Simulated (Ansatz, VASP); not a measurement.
**K: VASP beside Ansatz**

Contents of INCAR:

```
PREC = Accurate
ENCUT = 520
EDIFF = 1E-6
ISMEAR = -1
SIGMA = 0.1
LREAL = F
LASPH = T
NELM = 60
ALGO = Normal
ISIF = 2
LWAVE = F
LCHARG = F
GGA = B5
ALDAX = 1.0
AGGAX = 1.0
AGGAC = 1.0
ALDAC = 0.0
NBANDS = 16
```

Contents of KPOINTS:

```
regular mesh
0
Gamma
  7 7 4
```

The input POSCAR:

```
K
1.0
    4.7623960000      0.0000000000      0.0000000000
   -2.3811980000      4.1243560000      0.0000000000
    0.0000000000      0.0000000000      7.8299710000
K
2
Direct
    0.3333333333      0.6666666667      0.2500000000
    0.6666666667      0.3333333333      0.7500000000
```

Input for Ansatz:

```yaml
crystal:
  lattice:
    - [4.762396, 0.0, 0.0]
    - [-2.381198, 4.124356, 0.0]
    - [0.0, 0.0, 7.829971]
  atoms:
    - { symbol: K, position: [0.3333333333333333, 0.6666666666666666, 0.25] }
    - { symbol: K, position: [0.6666666666666666, 0.3333333333333333, 0.75] }
basis:
  ecutwfc: 450.0
kpoints:
  mp_grid:
    grid: [7, 7, 4]
hamiltonian:
  xc: blyp
scf:
  occupations:
    method: fermi_dirac
output:
  stress: true
```

Alike in both runs: task single point; functional BLYP; k mesh 7 × 7 × 4; no spin polarisation.

|  | VASP | Ansatz |
| --- | --- | --- |
| version | VASP 6.6.1 | Ansatz 0.2.0 |
| potentials or method | VASP PAW PBE potentials, release 64 (K_sv), cutoff 520 eV | plane waves, PAW |
| occupations | fermi-dirac, width 0.1 eV | fermi-dirac |
| valence electrons in the cell | 18 | 18 |

```csv
,VASP,Ansatz,Ansatz less VASP
pressure (GPa),0.0,0.0,+0.01
```

VASP's potentials were made for PBE, not for BLYP.
